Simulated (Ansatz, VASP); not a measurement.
**W: VASP beside Ansatz**

The input INCAR:

```
SYSTEM = W
PREC = Accurate ; ENCUT = 520
EDIFF = 1E-6 ; ISMEAR = 0
SIGMA = 0.1 ; LREAL = .FALSE.
LASPH = .TRUE. ; NELM = 100
ALGO = Normal ; ISIF = 2
LWAVE = .FALSE. ; LCHARG = .FALSE.
LDIPOL = .TRUE. ; IDIPOL = 3
DIPOL = 0.5 0.5 0.500 ; GGA = PE
NBANDS = 58
```

KPOINTS

```
Automatic mesh
0
G
  11 11 1
  0 0 0
```

The input POSCAR:

```
W
1.0
    3.1835485389      0.0000000000      0.0000000000
    0.0000000000      3.1835485389      0.0000000000
    0.0000000000      0.0000000000     24.5506456167
W
7
Direct
    0.5000000000      0.5000000000      0.3119121711
    0.0000000000      0.0000000000      0.3695290360
    0.5000000000      0.5000000000      0.4357731494
    0.0000000000      0.0000000000      0.5000000002
    0.5000000000      0.5000000000      0.5642268508
    0.0000000000      0.0000000000      0.6304709635
    0.5000000000      0.5000000000      0.6880878290
```

Input for Ansatz:

```yaml
crystal:
  lattice:
    - [3.1835485389, 0.0, 0.0]
    - [0.0, 3.1835485389, 0.0]
    - [0.0, 0.0, 24.5506456167]
  atoms:
    - { symbol: W, position: [0.5, 0.5, 0.3119121711] }
    - { symbol: W, position: [0.0, 0.0, 0.369529036] }
    - { symbol: W, position: [0.5, 0.5, 0.4357731494] }
    - { symbol: W, position: [0.0, 0.0, 0.5000000002] }
    - { symbol: W, position: [0.5, 0.5, 0.5642268508] }
    - { symbol: W, position: [0.0, 0.0, 0.6304709635] }
    - { symbol: W, position: [0.5, 0.5, 0.688087829] }
basis:
  ecutwfc: 420
kpoints:
  mp_grid: { grid: [11, 11, 1] }
  band_path:
    path: [[0.5, 0, 0], [0, 0, 0], [0.5, 0.5, 0], [0.5, 0, 0]]
    npoints: 12
hamiltonian:
  xc: pbe
scf:
  occupations: { method: gaussian, width: 0.1 }
  n_extra_bands: 20
output:
  forces: true
  eigenvalues: true
  populations: true
  fatbands: true
  write_density: true
  write_potential: true
  elf: true
  volumetric_format: npy
efield:
  axis: 3
  dipole_correction: true
  ramp_width: 0.04
```

Alike in both runs: task single point; functional PBE; k mesh 11 × 11 × 1; occupations gaussian, width 0.1 eV; no spin polarisation.

```csv
,VASP,Ansatz
version,VASP 6.6.1,Ansatz 0.2.0
potentials or method,"VASP PAW PBE potentials, release 64 (W_sv), cutoff 520 eV","scalar-relativistic, plane waves, PAW"
valence electrons in the cell,98,98
```

Ansatz gave:

- gap on the k mesh at the Fermi level (eV): none
- rms of the force components (eV/Å): 0.001

Task: Which values does VASP return?

Result: gap on the k mesh at the Fermi level (eV): none; rms of the force components (eV/Å): 0.015.

Atom by atom the forces differ by 0.014 eV/Å (rms over components). A gap of «none» marks a metal or a gap that the smearing closes. With one functional, cell and mesh, what is left measures potentials, basis and numerics. Ansatz's warnings: xc potential rough in thin density.

Spin-orbit coupling is off throughout.
